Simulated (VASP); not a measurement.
Set up this calculation in VASP 6.6.1, as the native input.

```yaml
Task: relaxation of cell and atoms
Functional: PBE
Potentials_or_basis: VASP PAW PBE potentials, release 64 (Si, O)
Cutoff: 600 eV
k_mesh: 4 × 4 × 4
Occupations: gaussian, width 0.02 eV
Spin: no spin polarisation
Dipole_correction: no
Further_INCAR_settings: LREAL = Auto; ALGO = Normal; EDIFF = 1e-06; IBRION = 2; EDIFFG = -0.005; NSW = 100; ISIF = 3
```

The structure of SiO2 lies in POSCAR:

```
SiO2
1.0
   -4.5798011975      4.5798011975      4.1155784219
    4.5798011975     -4.5798011975      4.1155784219
    4.5798011975      4.5798011975     -4.1155784219
Si O
8 16
Direct
    0.7554327600      0.1131968500      0.2321106600
    0.8810861900      0.5233220900      0.7678893400
    0.1131968500      0.7554327600      0.2321106600
    0.4766779100      0.2445672400      0.3577640900
    0.8868031500      0.1189138100      0.6422359100
    0.5233220900      0.8810861900      0.7678893400
    0.2445672400      0.4766779100      0.3577640900
    0.1189138100      0.8868031500      0.6422359100
    0.2833330700      0.0000000000      0.2833330700
    0.9167487000      0.6259356300      0.0000000000
    0.6306849100      0.2378251000      0.2533388800
    0.7166669300      0.0000000000      0.7166669300
    0.6259356300      0.9167487000      0.0000000000
    0.6226539800      0.3693150900      0.6071402000
    0.3693150900      0.6226539800      0.6071402000
    0.0832512900      0.0832512900      0.7091869200
    0.9844862200      0.3773460200      0.7466611200
    0.0000000000      0.7166669300      0.7166669300
    0.2378251000      0.6306849100      0.2533388800
    0.0155137800      0.7621749000      0.3928598000
    0.0000000000      0.2833330700      0.2833330700
    0.7621749000      0.0155137800      0.3928598000
    0.3740643700      0.3740643700      0.2908130700
    0.3773460200      0.9844862200      0.7466611200
```

These files were run (other wordings do the same):

INCAR

```
PREC = Accurate
ENCUT = 600
EDIFF = 1E-6
ISMEAR = 0
SIGMA = 0.02
LREAL = Auto
LASPH = T
NELM = 80
ALGO = Normal
ISIF = 3
LWAVE = F
LCHARG = F
GGA = PE
IBRION = 2
NSW = 100
EDIFFG = -0.005
```

KPOINTS

```
Automatic mesh
0
Gamma
  4 4 4
```

Potentials or basis: VASP PAW PBE potentials, release 64 (Si, O).

Launch:

```console
$ cat potpaw_PBE.64/Si/POTCAR potpaw_PBE.64/O/POTCAR > POTCAR
$ mpirun -np 1 vasp_std > vasp.out
```

Results of the run:

```yaml
Relaxed_volume: 14.75 Å³/atom
Relaxed_cell: a = 7.737 Å, b = 7.737 Å, c = 7.737 Å, α = 106.72°, β = 106.72°, γ = 115.13°
Space_group_after_relaxing_to_0.1_Å: I-42m (No. 121)
Energy_gained_by_relaxing: 5.6 meV/atom
Ionic_steps: 15
Pressure_after_relaxing: 0.0 GPa
Largest_force_after_relaxing: 0.005 eV/Å
Band_gap_on_the_k_mesh: 5.65 eV (least direct gap 5.86 eV)
```

Run time: 2.4 h on 1 thread of Oxide Virtual Turin-like Processor, with other jobs on the host, peak memory 0.72 GiB.
